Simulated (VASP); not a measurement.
# SiO2 (P4_12_12) in VASP: notebook

Aim: see how the results for SiO2 move with the level of theory and the settings. Levels: PBE, r2SCAN. Tasks: electric field gradients.

Everything below comes from runs of VASP 6.6.1. Logs are shortened: lines on timing, memory, paths and dates and some standing lists are left out, and cuts for length are marked.

## Step 1: The cell of the first run

It takes space group P4_12_12 (No. 92, tetragonal). The conventional cell has a = 4.993 Å, b = 4.993 Å, c = 6.934 Å, α = 90.00°, β = 90.00°, γ = 90.00°. Within 2.1 Å of Si (site symmetry 2) lie 4 O at 1.61 Å. O (site symmetry 1) has 2 Si at 1.61 Å within 2.1 Å.

## Step 2: Electric field gradients, PBE

INCAR reads:

```
PREC = Accurate ; ENCUT = 520
EDIFF = 1E-8 ; ISMEAR = -1
SIGMA = 0.02 ; LREAL = False
LASPH = True ; NELM = 100
ALGO = Normal ; ISIF = 2
LWAVE = False ; LCHARG = False
GGA = PE ; LEFG = True
NBANDS = 44
```

KPOINTS reads:

```
Automatic mesh
0
Gamma
  5 5 4
```

POSCAR reads:

```
SiO2
1.0
    4.9926472100      0.0000000000      0.0000000000
    0.0000000000      4.9926472100      0.0000000000
    0.0000000000      0.0000000000      6.9339264200
Si O
4 8
Direct
    0.6986584000      0.6986584000      0.5000000000
    0.8013416000      0.1986584000      0.7500000000
    0.1986584000      0.8013416000      0.2500000000
    0.3013416000      0.3013416000      0.0000000000
    0.8935685900      0.7613864500      0.3201084900
    0.1064314100      0.2386135500      0.8201084900
    0.7613864500      0.8935685900      0.6798915100
    0.2613864500      0.6064314100      0.0701084900
    0.2386135500      0.1064314100      0.1798915100
    0.3935685900      0.7386135500      0.4298915100
    0.6064314100      0.2613864500      0.9298915100
    0.7386135500      0.3935685900      0.5701084900
```

Potentials or basis: VASP PAW PBE potentials, release 64 (Si, O).

The run is started by

```
$ cat potpaw_PBE.64/Si/POTCAR potpaw_PBE.64/O/POTCAR > POTCAR
$ mpirun -np 1 vasp_std > vasp.out
```

OUTCAR:

```text
PREC = Accurate
   ENCUT = 520
   EDIFF = 1E-8
   ISMEAR = -1
   LREAL = False
   LASPH = True
   NELM = 100
   ISIF = 2
   GGA = PE

 ion  position               nearest neighbor table
   1  0.699  0.699  0.500-  10 1.61  12 1.61   5 1.61   7 1.61   2 3.08   3 3.08   2 3.08   3 3.08

   2  0.801  0.199  0.750-   6 1.61   7 1.61  11 1.61  12 1.61   1 3.08   4 3.08   1 3.08   4 3.08

   3  0.199  0.801  0.250-   5 1.61   9 1.61   8 1.61  10 1.61   1 3.08   4 3.08   4 3.08   1 3.08

   4  0.301  0.301  0.000-   8 1.61  11 1.61   9 1.61   6 1.61   2 3.08   3 3.08   3 3.08   2 3.08

   5  0.894  0.761  0.320-   3 1.61   1 1.61
   6  0.106  0.239  0.820-   2 1.61   4 1.61
   7  0.761  0.894  0.680-   2 1.61   1 1.61
   8  0.261  0.606  0.070-   4 1.61   3 1.61
   9  0.239  0.106  0.180-   3 1.61   4 1.61
  10  0.394  0.739  0.430-   1 1.61   3 1.61
  11  0.606  0.261  0.930-   4 1.61   2 1.61
  12  0.739  0.394  0.570-   1 1.61   2 1.61

  LATTYP: Found a simple tetragonal cell.
 ALAT       =     4.9926472100
 C/A-ratio  =     1.3888276356

  Lattice vectors:

 A1 = (   4.9926472100,   0.0000000000,   0.0000000000)
 A2 = (   0.0000000000,   4.9926472100,   0.0000000000)
 A3 = (   0.0000000000,   0.0000000000,   6.9339264200)

Analysis of symmetry for initial positions (statically):
=====================================================================
 Subroutine PRICEL returns:
 Original cell was already a primitive cell.

 Routine SETGRP: Setting up the symmetry group for a
 simple tetragonal supercell.

 Subroutine GETGRP returns: Found  8 space group operations
 (whereof  2 operations were pure point group operations)
 out of a pool of 16 trial point group operations.

The static configuration has the point symmetry C_2 .
 The point group associated with its full space group is D_4 .

Analysis of symmetry for dynamics (positions and initial velocities):
=====================================================================
 Subroutine PRICEL returns:
 Original cell was already a primitive cell.

 Routine SETGRP: Setting up the symmetry group for a
 simple tetragonal supercell.

 Subroutine GETGRP returns: Found  8 space group operations
 (whereof  2 operations were pure point group operations)
 out of a pool of 16 trial point group operations.

The dynamic configuration has the point symmetry C_2 .
 The point group associated with its full space group is D_4 .

 Subroutine INISYM returns: Found  8 space group operations
 (whereof  2 operations are pure point group operations),
 and found     1 'primitive' translations

----------------------------------------------------------------------------------------

                                     Primitive cell

  volume of cell :     172.8387

  direct lattice vectors                    reciprocal lattice vectors
     4.992647210  0.000000000  0.000000000     0.200294545  0.000000000  0.000000000
     0.000000000  4.992647210  0.000000000     0.000000000  0.200294545  0.000000000
     0.000000000  0.000000000  6.933926420     0.000000000  0.000000000  0.144218433

  length of vectors
     4.992647210  4.992647210  6.933926420     0.200294545  0.200294545  0.144218433

  position of ions in fractional coordinates (direct lattice)
     0.698658400  0.698658400  0.500000000
     0.801341600  0.198658400  0.750000000
     0.198658400  0.801341600  0.250000000
     0.301341600  0.301341600  0.000000000
     0.893568590  0.761386450  0.320108490
     0.106431410  0.238613550  0.820108490
     0.761386450  0.893568590  0.679891510
     0.261386450  0.606431410  0.070108490
     0.238613550  0.106431410  0.179891510
     0.393568590  0.738613550  0.429891510
     0.606431410  0.261386450  0.929891510
     0.738613550  0.393568590  0.570108490

[... 99 lines left out ...]
     AMIX_MAG =   1.60;   BMIX_MAG =  1.00
  volume/ion in A,a.u.               =      14.40        97.20
  Fermi-wavevector in a.u.,A,eV,Ry     =   1.175586  2.221536 18.803292  1.382003
  Thomas-Fermi vector in A             =   2.311964
   LORBIT       =      0    0 simple, 1 ext, 2 COOP (PROOUT), +10 PAW based schemes
   GGA     = PE    functional components
   LHFCALC =     F    Hartree Fock is set to
   AEXX    =    0.0000 exact exchange contribution
   IVDW    =     0    specifies the selected vdW correction
   LEPSILON=     F    determine dielectric tensor
   LRPA    =     F    only Hartree local field effects (RPA)
 non-spin polarized calculation
  energy-cutoff  :      520.00
  volume of cell :      172.84
 maximum number of plane-waves:      4682
 NGX is ok and might be reduce to    40
   NGX = 19   NGY = 19   NGZ = 25

 number of electron      63.9999972 magnetization

 Free energy of the ion-electron system (eV)
  ---------------------------------------------------
  ext. energy  EPLUGINS =         0.00000000
  ---------------------------------------------------
  free energy    TOTEN  =       -94.85294678 eV

  energy without entropy =      -94.85294678  energy(sigma->0) =      -94.85294678

 E-fermi :   0.5399     XC(G=0):  -8.3937

 val. band max:        0.0926620695   @ k =   0.0000   0.0000   0.0000
 cond. band min:       5.8090560349   @ k =   0.0000   0.0000   0.0000
 fundamental gap:      5.7163939654
 Fermi energy:         0.5398970341

 k-point     1 :       0.0000    0.0000    0.0000
  band No.  band energies     occupation
      1     -19.3711      2.00000
      2     -18.4687      2.00000
      3     -18.4687      2.00000
      4     -17.3042      2.00000
      5     -17.2673      2.00000
      6     -17.2578      2.00000
[... 835 lines left out ...]
     43      10.8980      0.00000
     44      10.8980      0.00000

------------------------ aborting loop because EDIFF is reached ----------------------------------------

  FORCE on cell =-STRESS in cart. coord.  units (eV):
  Direction    XX          YY          ZZ          XY          YZ          ZX
  --------------------------------------------------------------------------------------
  -------------------------------------------------------------------------------------
  Total        5.1031673      5.1031673      5.3507275      0.0000000      0.0000000      0.0000000
  in kB       47.3052567     47.3052567     49.6000858      0.0000000      0.0000000      0.0000000
  external PRESSURE =      48.0701997 kB  Pullay stress =       0.0000000 kB

 VOLUME and BASIS-vectors are now :
 -----------------------------------------------------------------------------
  energy-cutoff  :      520.00
  volume of cell :      172.84
      direct lattice vectors                 reciprocal lattice vectors
     4.992647210  0.000000000  0.000000000     0.200294545  0.000000000  0.000000000
     0.000000000  4.992647210  0.000000000     0.000000000  0.200294545  0.000000000
     0.000000000  0.000000000  6.933926420     0.000000000  0.000000000  0.144218433

 POSITION                                       TOTAL-FORCE (eV/Angst)
 -----------------------------------------------------------------------------------
      3.48815      3.48815      3.46696         0.025018      0.025018     -0.000000
      4.00082      0.99183      5.20044        -0.025018      0.025018     -0.000000
      0.99183      4.00082      1.73348         0.025018     -0.025018     -0.000000
      1.50449      1.50449      0.00000        -0.025018     -0.025018     -0.000000
      4.46127      3.80133      2.21961        -0.153525      0.027810     -0.235800
      0.53137      1.19131      5.68657         0.153525     -0.027810     -0.235800
      3.80133      4.46127      4.71432         0.027810     -0.153525      0.235800
      1.30501      3.02770      0.48613         0.027810      0.153525     -0.235800
      1.19131      0.53137      1.24735        -0.027810      0.153525      0.235800
      1.96495      3.68764      2.98084        -0.153525     -0.027810      0.235800
      3.02770      1.30501      6.44780         0.153525      0.027810      0.235800
      3.68764      1.96495      3.95309        -0.027810     -0.153525     -0.235800
 -----------------------------------------------------------------------------------
    total drift:                                0.000000     -0.000000     -0.000000

  FREE ENERGIE OF THE ION-ELECTRON SYSTEM (eV)
  ---------------------------------------------------
  free  energy   TOTEN  =       -94.8529467760 eV

  energy  without entropy=      -94.8529467760  energy(sigma->0) =      -94.85294678

 Electric field gradients (V/A^2)
---------------------------------------------------------------------
 ion       V_xx      V_yy      V_zz      V_xy      V_xz      V_yz
---------------------------------------------------------------------
   1      -0.440    -0.440     0.879     0.332    -2.767     2.767
   2      -0.440    -0.440     0.879    -0.332    -2.767    -2.767
   3      -0.440    -0.440     0.879    -0.332     2.767     2.767
   4      -0.440    -0.440     0.879     0.332     2.767    -2.767
   5      44.801   -47.427     2.626    18.748   -57.393   -14.173
   6      44.801   -47.427     2.626    18.748    57.393    14.173
   7     -47.427    44.801     2.626    18.748    14.173    57.393
   8     -47.427    44.801     2.626   -18.748   -14.173    57.393
   9     -47.427    44.801     2.626    18.748   -14.173   -57.393
  10      44.801   -47.427     2.626   -18.748    57.393   -14.173
  11      44.801   -47.427     2.626   -18.748   -57.393    14.173
  12     -47.427    44.801     2.626   -18.748    14.173   -57.393
---------------------------------------------------------------------

 Electric field gradients after diagonalization (V/A^2)
 (convention: |V_zz| > |V_xx| > |V_yy|)
----------------------------------------------------------------------
 ion       V_xx      V_yy      V_zz     asymmetry (V_yy - V_xx)/ V_zz
----------------------------------------------------------------------
   1      -3.945    -0.108     4.054       0.947
   2      -3.945    -0.108     4.054       0.947
   3      -3.945    -0.108     4.054       0.947
   4      -3.945    -0.108     4.054       0.947
   5     -51.528   -37.376    88.904       0.159
   6     -51.528   -37.376    88.904       0.159
   7     -51.528   -37.376    88.904       0.159
   8     -51.528   -37.376    88.904       0.159
   9     -51.528   -37.376    88.904       0.159
  10     -51.528   -37.376    88.904       0.159
  11     -51.528   -37.376    88.904       0.159
  12     -51.528   -37.376    88.904       0.159
----------------------------------------------------------------------

           NMR quadrupolar parameters

 Cq : quadrupolar parameter    Cq=e*Q*V_zz/h
 eta: asymmetry parameters     (V_yy - V_xx)/ V_zz
 Q  : nuclear electric quadrupole moment in mb (millibarn)
----------------------------------------------------------------------
 ion       Cq(MHz)       eta       Q (mb)
----------------------------------------------------------------------
   1       0.010       0.947       1.000
   2       0.010       0.947       1.000
   3       0.010       0.947       1.000
   4       0.010       0.947       1.000
   5       0.215       0.159       1.000
   6       0.215       0.159       1.000
   7       0.215       0.159       1.000
   8       0.215       0.159       1.000
   9       0.215       0.159       1.000
  10       0.215       0.159       1.000
  11       0.215       0.159       1.000
  12       0.215       0.159       1.000
----------------------------------------------------------------------
```

It took 4.5 min on 1 thread of Intel Xeon 8259CL, shared host; peak memory 0.31 GiB.

What came out:

```yaml
Free_energy: -94.8529 eV
Pressure: 4.8 GPa
Largest_force: 0.283 eV/Å
Band_gap_on_the_k_mesh: 5.72 eV
Largest_electric_field_gradient_by_atom: Si +4.1; O +88.9 V/Å²
```

Forces in eV/Å, atoms in the order of the input:
```
Si   0.025  0.025  0.000
Si  -0.025  0.025  0.000
Si   0.025 -0.025  0.000
Si  -0.025 -0.025  0.000
O   -0.154  0.028 -0.236
O    0.154 -0.028 -0.236
O    0.028 -0.154  0.236
O    0.028  0.154 -0.236
O   -0.028  0.154  0.236
O   -0.154 -0.028  0.236
O    0.154  0.028  0.236
O   -0.028 -0.154 -0.236
```

Levels at points of the mesh, in eV from the valence-band top:
```csv
k point,band 30,band 31,band 32,band 33,band 34,band 35
"(0.00, 0.00, 0.00)",-0.29,-0.29,0.00,5.72,8.81,8.81
"(0.00, 0.00, 0.50)",-0.53,-0.39,-0.39,6.96,6.96,9.44
```

Electric field gradients, principal values (V/Å²):
| atom | least | middle | greatest (by size) |
| --- | --- | --- | --- |
| 1 Si | -0.108 | -3.945 | 4.054 |
| 2 Si | -0.108 | -3.945 | 4.054 |
| 3 Si | -0.108 | -3.945 | 4.054 |
| 4 Si | -0.108 | -3.945 | 4.054 |
| 5 O | -37.376 | -51.528 | 88.904 |
| 6 O | -37.376 | -51.528 | 88.904 |
| 7 O | -37.376 | -51.528 | 88.904 |
| 8 O | -37.376 | -51.528 | 88.904 |
| 9 O | -37.376 | -51.528 | 88.904 |
| 10 O | -37.376 | -51.528 | 88.904 |
| 11 O | -37.376 | -51.528 | 88.904 |
| 12 O | -37.376 | -51.528 | 88.904 |

Caveat: the cell stands under pressure; without QUAD_EFG the Cq values of the log hold for a quadrupole moment of 1 mb, not for the nuclei. A k mesh can miss the band edges.

## Step 3: Electric field gradients, r2SCAN

POSCAR is that of step 2.

INCAR.step1 reads:

```
ALGO = Normal
EDIFF = 1E-4
ENCUT = 520
GGA = PE
ISMEAR = -1
LASPH = True
LCHARG = False
LREAL = False
LWAVE = True
NBANDS = 44
NELM = 60
PREC = Accurate
SIGMA = 0.02
```

INCAR.step2 reads:

```
ALGO = Normal
EDIFF = 1E-8
ENCUT = 520
ISIF = 2
ISMEAR = -1
ISTART = 1
LASPH = True
LCHARG = False
LEFG = True
LMIXTAU = True
LREAL = False
LWAVE = False
METAGGA = R2SCAN
NBANDS = 44
NELM = 60
PREC = Accurate
SIGMA = 0.02
```

KPOINTS reads:

```
k-points
0
Gamma
  5 5 4
```

Potentials or basis: VASP PAW PBE potentials, release 64 (Si, O).

The run is started by

```
$ cat potpaw_PBE.64/Si/POTCAR potpaw_PBE.64/O/POTCAR > POTCAR
$ cp INCAR.step1 INCAR
$ mpirun -np 1 vasp_std > vasp.out
$ cp INCAR.step2 INCAR
$ mpirun -np 1 vasp_std > vasp.out
```

OUTCAR:

```text
EDIFF = 1E-8
   ENCUT = 520
   ISIF = 2
   ISMEAR = -1
   ISTART = 1
   LASPH = True
   LREAL = False
   METAGGA = R2SCAN
   NELM = 60
   PREC = Accurate

 ion  position               nearest neighbor table
   1  0.699  0.699  0.500-  10 1.61  12 1.61   5 1.61   7 1.61   2 3.08   3 3.08   2 3.08   3 3.08

   2  0.801  0.199  0.750-   6 1.61   7 1.61  11 1.61  12 1.61   1 3.08   4 3.08   1 3.08   4 3.08

   3  0.199  0.801  0.250-   5 1.61   9 1.61   8 1.61  10 1.61   1 3.08   4 3.08   4 3.08   1 3.08

   4  0.301  0.301  0.000-   8 1.61  11 1.61   9 1.61   6 1.61   2 3.08   3 3.08   3 3.08   2 3.08

   5  0.894  0.761  0.320-   3 1.61   1 1.61
   6  0.106  0.239  0.820-   2 1.61   4 1.61
   7  0.761  0.894  0.680-   2 1.61   1 1.61
   8  0.261  0.606  0.070-   4 1.61   3 1.61
   9  0.239  0.106  0.180-   3 1.61   4 1.61
  10  0.394  0.739  0.430-   1 1.61   3 1.61
  11  0.606  0.261  0.930-   4 1.61   2 1.61
  12  0.739  0.394  0.570-   1 1.61   2 1.61
[... 1118 lines left out ...]
   1      -3.887    -0.025     3.913       0.987
   2      -3.887    -0.025     3.913       0.987
   3      -3.887    -0.025     3.913       0.987
   4      -3.887    -0.025     3.913       0.987
   5     -50.248   -36.636    86.885       0.157
   6     -50.248   -36.636    86.885       0.157
   7     -50.248   -36.636    86.885       0.157
   8     -50.248   -36.636    86.885       0.157
   9     -50.248   -36.636    86.885       0.157
  10     -50.248   -36.636    86.885       0.157
  11     -50.248   -36.636    86.885       0.157
  12     -50.248   -36.636    86.885       0.157
----------------------------------------------------------------------

           NMR quadrupolar parameters

 Cq : quadrupolar parameter    Cq=e*Q*V_zz/h
 eta: asymmetry parameters     (V_yy - V_xx)/ V_zz
 Q  : nuclear electric quadrupole moment in mb (millibarn)
----------------------------------------------------------------------
 ion       Cq(MHz)       eta       Q (mb)
----------------------------------------------------------------------
   1       0.009       0.987       1.000
   2       0.009       0.987       1.000
   3       0.009       0.987       1.000
   4       0.009       0.987       1.000
   5       0.210       0.157       1.000
   6       0.210       0.157       1.000
   7       0.210       0.157       1.000
   8       0.210       0.157       1.000
   9       0.210       0.157       1.000
  10       0.210       0.157       1.000
  11       0.210       0.157       1.000
  12       0.210       0.157       1.000
----------------------------------------------------------------------
```

OUTCAR.step1:

```text
EDIFF = 1E-4
   ENCUT = 520
   GGA = PE
   ISMEAR = -1
   LASPH = True
   LREAL = False
[... 1103 lines left out ...]
      1.96495      3.68764      2.98084        -0.153051     -0.027561      0.234544
      3.02770      1.30501      6.44780         0.153051      0.027561      0.234544
      3.68764      1.96495      3.95309        -0.027561     -0.153051     -0.234544
 -----------------------------------------------------------------------------------
    total drift:                                0.000000     -0.000000     -0.000000

  FREE ENERGIE OF THE ION-ELECTRON SYSTEM (eV)
  ---------------------------------------------------
  free  energy   TOTEN  =       -94.8529416936 eV

  energy  without entropy=      -94.8529416936  energy(sigma->0) =      -94.85294169
```

OSZICAR.step1:

```text
N       E                     dE             d eps       ncg     rms          rms(c)
DAV:   1     0.412495671444E+03    0.41250E+03   -0.32943E+04  1592   0.132E+03
DAV:   2    -0.760730763432E+02   -0.48857E+03   -0.47381E+03  1996   0.316E+02
DAV:   3    -0.107460095624E+03   -0.31387E+02   -0.31244E+02  1920   0.850E+01
DAV:   4    -0.107871195928E+03   -0.41110E+00   -0.41042E+00  1992   0.107E+01
DAV:   5    -0.107878619878E+03   -0.74239E-02   -0.74207E-02  1928   0.140E+00    0.296E+01
DAV:   6    -0.948397189136E+02    0.13039E+02   -0.49742E+01  1860   0.325E+01    0.140E+01
DAV:   7    -0.948482644274E+02   -0.85455E-02   -0.14545E+00  1912   0.505E+00    0.510E+00
DAV:   8    -0.948382317620E+02    0.10033E-01   -0.74984E-02  1892   0.168E+00    0.199E+00
DAV:   9    -0.948504561383E+02   -0.12224E-01   -0.41566E-02  1816   0.120E+00    0.364E-01
DAV:  10    -0.948529578066E+02   -0.25017E-02   -0.43003E-03  1740   0.314E-01    0.114E-01
DAV:  11    -0.948529295345E+02    0.28272E-04   -0.10526E-03  1952   0.169E-01    0.159E-02
DAV:  12    -0.948529416936E+02   -0.12159E-04   -0.25975E-05  1152   0.275E-02
   1 F= -.94852942E+02 E0= -.94852942E+02  d E =-.178544E-11
```

Run time: 16 min. Hardware: 1 thread of Intel Xeon 8259CL, shared host; peak memory 0.36 GiB.

What came out:

```
Free energy                             : -119.1664 eV
Pressure                                : 0.2 GPa
Largest force                           : 0.022 eV/Å
Band gap on the k mesh                  : 6.34 eV
Largest electric field gradient by atom : Si +3.9; O +86.9 V/Å²
```

Forces on the atoms (eV/Å):
```
Si   0.005  0.005  0.000
Si  -0.005  0.005  0.000
Si   0.005 -0.005  0.000
Si  -0.005 -0.005  0.000
O   -0.016 -0.004 -0.014
O    0.016  0.004 -0.014
O   -0.004 -0.016  0.014
O   -0.004  0.016 -0.014
O    0.004  0.016  0.014
O   -0.016  0.004  0.014
O    0.016 -0.004  0.014
O    0.004 -0.016 -0.014
```

Electric field gradients, principal values (V/Å²):
```
atom    least   middle  greatest (by size)
1 Si   -0.025   -3.887               3.913
2 Si   -0.025   -3.887               3.913
3 Si   -0.025   -3.887               3.913
4 Si   -0.025   -3.887               3.913
 5 O  -36.636  -50.248              86.885
 6 O  -36.636  -50.248              86.885
 7 O  -36.636  -50.248              86.885
 8 O  -36.636  -50.248              86.885
 9 O  -36.636  -50.248              86.885
10 O  -36.636  -50.248              86.885
11 O  -36.636  -50.248              86.885
12 O  -36.636  -50.248              86.885
```

Caveat: without QUAD_EFG the Cq values of the log hold for a quadrupole moment of 1 mb, not for the nuclei; the PAW data sets were made with another functional, which shifts forces and pressure a little.
